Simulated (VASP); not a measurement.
# CdSe (I-43m) in VASP: relaxation of cell and atoms with PBE

Aim: the relaxation of cell and atoms of CdSe with PBE.

Program: VASP 6.6.1. These are calculated values, not measurements. Logs are shortened: lines on timing, memory, paths and dates and some standing lists are left out, and cuts for length are marked.

## Step 1: The cell of the first run

It takes space group I-43m (No. 217, cubic). Conventional cell: a = 8.471 Å, b = 8.471 Å, c = 8.471 Å, α = 90.00°, β = 90.00°, γ = 90.00°. Cd (site symmetry 3m) has 4 Se at 2.60 to 2.73 Å within 3.4 Å. Within 3.4 Å of Se (site symmetry 3m) lie 4 Cd at 2.60 to 2.73 Å.

The cell was generated, and may not be a known phase.

## Step 2: Relaxation of cell and atoms, PBE

File INCAR:

```
ALGO = Normal
EDIFF = 1E-7
EDIFFG = -0.01
ENCUT = 500
GGA = PE
GGA_COMPAT = False
IBRION = 2
ISIF = 3
ISMEAR = 0
LASPH = True
LCHARG = False
LREAL = False
LWAVE = False
NELM = 120
NELMIN = 4
NSW = 100
PREC = Accurate
SIGMA = 0.02
```

File KPOINTS:

```
k-points
0
Gamma
  6 6 6
```

File POSCAR:

```
CdSe
1.0
   -4.2356062823      4.2356062823      4.2356062823
    4.2356062823     -4.2356062823      4.2356062823
    4.2356062823      4.2356062823     -4.2356062823
Cd Se
4 4
Direct
    0.3180547206      0.3180547206      0.3180547206
    0.0000000000      0.0000000000      0.6819452794
    0.0000000000      0.6819452794      0.0000000000
    0.6819452794      0.0000000000      0.0000000000
    0.6729878782      0.6729878782      0.6729878782
    0.0000000000      0.0000000000      0.3270121218
    0.0000000000      0.3270121218      0.0000000000
    0.3270121218      0.0000000000      0.0000000000
```

Potentials or basis: VASP PAW PBE potentials, release 64 (Cd, Se).

Started as:

```
$ cat potpaw_PBE.64/Cd/POTCAR potpaw_PBE.64/Se/POTCAR > POTCAR
$ mpirun -np 1 vasp_std > vasp.out
```

OUTCAR:

```text
EDIFF = 1E-7
   EDIFFG = -0.01
   ENCUT = 500
   GGA = PE
   IBRION = 2
   ISIF = 3
   ISMEAR = 0
   LASPH = True
   LREAL = False
   NELM = 120
   NELMIN = 4
   NSW = 100
   PREC = Accurate

 ion  position               nearest neighbor table
   1  0.318  0.318  0.318-   5 2.60   6 2.73   7 2.73   8 2.73
   2  0.000  0.000  0.682-   6 2.60   5 2.73   7 2.73   8 2.73
   3  0.000  0.682  0.000-   7 2.60   8 2.73   5 2.73   6 2.73
   4  0.682  0.000  0.000-   8 2.60   7 2.73   5 2.73   6 2.73
   5  0.673  0.673  0.673-   1 2.60   2 2.73   3 2.73   4 2.73
   6  0.000  0.000  0.327-   2 2.60   1 2.73   3 2.73   4 2.73
   7  0.000  0.327  0.000-   3 2.60   4 2.73   1 2.73   2 2.73
   8  0.327  0.000  0.000-   4 2.60   3 2.73   1 2.73   2 2.73

  LATTYP: Found a body centered cubic cell.
 ALAT       =     8.4712125646

  Lattice vectors:

 A1 = (  -4.2356062823,   4.2356062823,   4.2356062823)
 A2 = (   4.2356062823,  -4.2356062823,   4.2356062823)
 A3 = (   4.2356062823,   4.2356062823,  -4.2356062823)

Analysis of symmetry for initial positions (statically):
=====================================================================
 Subroutine PRICEL returns:
 Original cell was already a primitive cell.

 Routine SETGRP: Setting up the symmetry group for a
 body centered cubic supercell.

 Subroutine GETGRP returns: Found 24 space group operations
 (whereof 24 operations were pure point group operations)
 out of a pool of 48 trial point group operations.

The static configuration has the point symmetry T_d .

Analysis of symmetry for dynamics (positions and initial velocities):
=====================================================================
 Subroutine PRICEL returns:
 Original cell was already a primitive cell.

 Routine SETGRP: Setting up the symmetry group for a
 body centered cubic supercell.

 Subroutine GETGRP returns: Found 24 space group operations
 (whereof 24 operations were pure point group operations)
 out of a pool of 48 trial point group operations.

The dynamic configuration has the point symmetry T_d .

[... 166 lines left out ...]
  volume of cell :      303.95
      direct lattice vectors                 reciprocal lattice vectors
    -4.235606282  4.235606282  4.235606282     0.000000000  0.118046855  0.118046855
     4.235606282 -4.235606282  4.235606282     0.118046855  0.000000000  0.118046855
     4.235606282  4.235606282 -4.235606282     0.118046855  0.118046855  0.000000000

 POSITION                                       TOTAL-FORCE (eV/Angst)
 -----------------------------------------------------------------------------------
      1.34715      1.34715      1.34715         0.019410      0.019410      0.019410
      2.88845      2.88845     -2.88845        -0.019410     -0.019410      0.019410
      2.88845     -2.88845      2.88845        -0.019410      0.019410     -0.019410
     -2.88845      2.88845      2.88845         0.019410     -0.019410     -0.019410
      2.85051      2.85051      2.85051        -0.025246     -0.025246     -0.025246
      1.38509      1.38509     -1.38509         0.025246      0.025246     -0.025246
      1.38509     -1.38509      1.38509         0.025246     -0.025246      0.025246
     -1.38509      1.38509      1.38509        -0.025246      0.025246      0.025246
 -----------------------------------------------------------------------------------
    total drift:                                0.000007      0.000007      0.000011

  FREE ENERGIE OF THE ION-ELECTRON SYSTEM (eV)
  ---------------------------------------------------
  free  energy   TOTEN  =       -21.0699228660 eV

  energy  without entropy=      -21.0699228660  energy(sigma->0) =      -21.06992287

--------------------------------------- Ionic step        2  -------------------------------------------

 number of electron      72.0000003 magnetization

 Free energy of the ion-electron system (eV)
  ---------------------------------------------------
  ext. energy  EPLUGINS =         0.00000000
  ---------------------------------------------------
  free energy    TOTEN  =       -21.07036562 eV

  energy without entropy =      -21.07036562  energy(sigma->0) =      -21.07036562

 E-fermi :  -0.8826     XC(G=0):  -7.2394

 val. band max:       -0.9894417593   @ k =   0.5000   0.5000   0.5000
 cond. band min:      -0.0978519434   @ k =   0.0000   0.0000   0.0000
 fundamental gap:      0.8915898159
 Fermi energy:        -0.8825991643

 k-point     1 :       0.0000    0.0000    0.0000
  band No.  band energies     occupation
      1     -13.0444      2.00000
      2     -12.5516      2.00000
      3     -12.5516      2.00000
      4     -12.5516      2.00000
      5      -8.6375      2.00000
      6      -8.6375      2.00000
[... 725 lines left out ...]
     42       4.6199      0.00000
     43       4.6199      0.00000

------------------------ aborting loop because EDIFF is reached ----------------------------------------

  FORCE on cell =-STRESS in cart. coord.  units (eV):
  Direction    XX          YY          ZZ          XY          YZ          ZX
  --------------------------------------------------------------------------------------
  -------------------------------------------------------------------------------------
  Total       -0.0645244     -0.0645244     -0.0645244      0.0000000     -0.0000000     -0.0000000
  in kB       -0.3390493     -0.3390493     -0.3390493      0.0000000     -0.0000000     -0.0000000
  external PRESSURE =      -0.3390493 kB  Pullay stress =       0.0000000 kB

 VOLUME and BASIS-vectors are now :
 -----------------------------------------------------------------------------
  energy-cutoff  :      500.00
  volume of cell :      304.91
      direct lattice vectors                 reciprocal lattice vectors
    -4.240045833  4.240045833  4.240045833     0.000000000  0.117923254  0.117923254
     4.240045833 -4.240045833  4.240045833     0.117923254  0.000000000  0.117923254
     4.240045833  4.240045833 -4.240045833     0.117923254  0.117923254  0.000000000

 POSITION                                       TOTAL-FORCE (eV/Angst)
 -----------------------------------------------------------------------------------
      1.34950      1.34950      1.34950        -0.000212     -0.000212     -0.000212
      2.89054      2.89054     -2.89054         0.000212      0.000212     -0.000212
     -1.34950      1.34950      7.13059         0.000212     -0.000212      0.000212
      1.34950      7.13059     -1.34950        -0.000212      0.000212      0.000212
      2.85228      2.85228      2.85228         0.001582      0.001582      0.001582
      1.38777      1.38777      7.09233        -0.001582     -0.001582      0.001582
      1.38777     -1.38777      1.38777        -0.001582      0.001582     -0.001582
     -1.38777      1.38777      1.38777         0.001582     -0.001582     -0.001582
 -----------------------------------------------------------------------------------
    total drift:                                0.000006      0.000006      0.000010

  FREE ENERGIE OF THE ION-ELECTRON SYSTEM (eV)
  ---------------------------------------------------
  free  energy   TOTEN  =       -21.0703656226 eV

  energy  without entropy=      -21.0703656226  energy(sigma->0) =      -21.07036562

 reached required accuracy - stopping structural energy minimisation
```

CONTCAR:

```text
CdSe
   1.00000000000000
    -4.2400458332551976    4.2400458332551976    4.2400458332551976
     4.2400458332551976   -4.2400458332551976    4.2400458332551976
     4.2400458332551976    4.2400458332551976   -4.2400458332551976
  Cd              Se
     4     4
Direct
     0.3182758020226909    0.3182758020226909    0.3182758020226909
     0.0000000000000000    0.0000000000000000    0.6817241979773091
     1.0000000000000000    0.6817241979773091    0.0000000000000000
     0.6817241979773091    0.0000000000000000    1.0000000000000000
     0.6727003322718298    0.6727003322718298    0.6727003322718298
     1.0000000000000000    1.0000000000000000    0.3272996677281702
     0.0000000000000000    0.3272996677281702    0.0000000000000000
     0.3272996677281702    0.0000000000000000    0.0000000000000000

  0.00000000E+00  0.00000000E+00  0.00000000E+00
  0.00000000E+00  0.00000000E+00  0.00000000E+00
  0.00000000E+00  0.00000000E+00  0.00000000E+00
  0.00000000E+00  0.00000000E+00  0.00000000E+00
  0.00000000E+00  0.00000000E+00  0.00000000E+00
  0.00000000E+00  0.00000000E+00  0.00000000E+00
  0.00000000E+00  0.00000000E+00  0.00000000E+00
  0.00000000E+00  0.00000000E+00  0.00000000E+00
```

Wall time 3.6 min (1 thread of AMD EPYC 9R45 (Zen 5), shared host); peak memory 0.47 GiB.

What came out:

- Free energy: -21.0704 eV
- Relaxed volume: 38.11 Å³/atom
- Relaxed cell: a = 7.344 Å, b = 7.344 Å, c = 7.344 Å, α = 109.47°, β = 109.47°, γ = 109.47°
- Space group after relaxing (to 0.1 Å): I-43m (No. 217)
- Energy gained by relaxing: 0.1 meV/atom
- Ionic steps: 2
- Pressure after relaxing: 0.0 GPa
- Band gap on the k mesh: 0.89 eV (least direct gap 0.94 eV)

Forces in eV/Å, atoms in the order of the input:
```
Cd   0.000  0.000  0.000
Cd   0.000  0.000  0.000
Cd   0.000  0.000  0.000
Cd   0.000  0.000  0.000
Se   0.002  0.002  0.002
Se  -0.002 -0.002  0.002
Se  -0.002  0.002 -0.002
Se   0.002 -0.002 -0.002
```

The path:
```tsv
step	energy change (eV)	largest force (eV/Å)	pressure (GPa)	volume (Å³)
1	0.0000	0.0437	0.09	303.95
2	-0.0004	0.0027	-0.03	304.91
```

Final structure:
```cif
data_structure
_symmetry_space_group_name_H-M 'P 1'
_symmetry_Int_Tables_number 1
_cell_length_a 7.3440
_cell_length_b 7.3440
_cell_length_c 7.3440
_cell_angle_alpha 109.471
_cell_angle_beta 109.471
_cell_angle_gamma 109.471
_cell_volume 304.91
loop_
_atom_site_label
_atom_site_type_symbol
_atom_site_fract_x
_atom_site_fract_y
_atom_site_fract_z
_atom_site_occupancy
Cd1 Cd 0.31828 0.31828 0.31828 1
Cd2 Cd 0.00000 0.00000 0.68172 1
Cd3 Cd 0.00000 0.68172 0.00000 1
Cd4 Cd 0.68172 0.00000 0.00000 1
Se1 Se 0.67270 0.67270 0.67270 1
Se2 Se 0.00000 0.00000 0.32730 1
Se3 Se 0.00000 0.32730 0.00000 1
Se4 Se 0.32730 0.00000 0.00000 1
```

Levels at points of the mesh, in eV from the valence-band top:
```tsv
k point	band 34	band 35	band 36	band 37	band 38	band 39
(0.00, 0.00, 0.00)	-0.04	-0.04	-0.04	0.89	3.92	3.92
(0.50, 0.00, 0.00)	-0.53	-0.30	-0.28	2.68	3.38	3.53
(0.50, 0.50, 0.50)	0.00	0.00	0.00	3.07	3.07	3.07
```

A k mesh can miss the band edges.
